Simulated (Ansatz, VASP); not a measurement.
**One calculation of Tl, two programs**

The input POSCAR:

```
Tl
1.0
   -1.9906559410      1.9906559410      1.9906559410
    1.9906559410     -1.9906559410      1.9906559410
    1.9906559410      1.9906559410     -1.9906559410
Tl
1
Direct
    0.0000000000      0.0000000000      0.0000000000
```

INCAR.step1

```
SYSTEM = Tl
PREC = Accurate
ENCUT = 520
ISMEAR = 0
SIGMA = 0.05
LREAL = .FALSE.
LASPH = .TRUE.
NELM = 80
NBANDS = 12
GGA = PE
ALGO = Normal
EDIFF = 1E-4
LWAVE = .TRUE.
LCHARG = .FALSE.
```

Contents of INCAR.step2:

```
SYSTEM = Tl
PREC = Accurate
ENCUT = 520
EDIFF = 1E-7
ISMEAR = 0
SIGMA = 0.05
LREAL = .FALSE.
LASPH = .TRUE.
NELM = 80
ALGO = Normal
ISIF = 2
LWAVE = .FALSE.
LCHARG = .FALSE.
METAGGA = R2SCAN
LMIXTAU = .TRUE.
NBANDS = 12
ISTART = 1
```

KPOINTS

```
regular mesh
0
G
  14 14 14
  0 0 0
```

Input for Ansatz:

```yaml
crystal:
  lattice:
    - [-1.990655941, 1.990655941, 1.990655941]
    - [1.990655941, -1.990655941, 1.990655941]
    - [1.990655941, 1.990655941, -1.990655941]
  atoms:
    - { symbol: Tl, position: [0.0, 0.0, 0.0] }
basis:
  ecutwfc: 500
  ecutrho_ratio: 4
kpoints:
  mp_grid: { grid: [14, 14, 14] }
hamiltonian:
  xc: r2scan
scf:
  occupations: { method: gaussian, width: 0.05 }
output:
  forces: true
  stress: true
  eigenvalues: true
```

Alike in both runs: task single point; functional r2SCAN; k mesh 14 × 14 × 14; occupations gaussian, width 0.05 eV; no spin polarisation.

|  | VASP | Ansatz |
| --- | --- | --- |
| version | VASP 6.6.1 | Ansatz 0.2.0 |
| potentials or method | VASP PAW PBE potentials, release 64 (Tl_d), cutoff 520 eV | scalar-relativistic, plane waves, PAW |
| valence electrons in the cell | 13 | 13 |

|  | VASP | Ansatz | Ansatz less VASP |
| --- | --- | --- | --- |
| pressure (GPa) | -1.5 | -1.4 | +0.03 |

VASP's potentials were made for PBE, not for r2SCAN. With one functional, cell and mesh, what is left measures potentials, basis and numerics.

Spin-orbit coupling is off throughout.
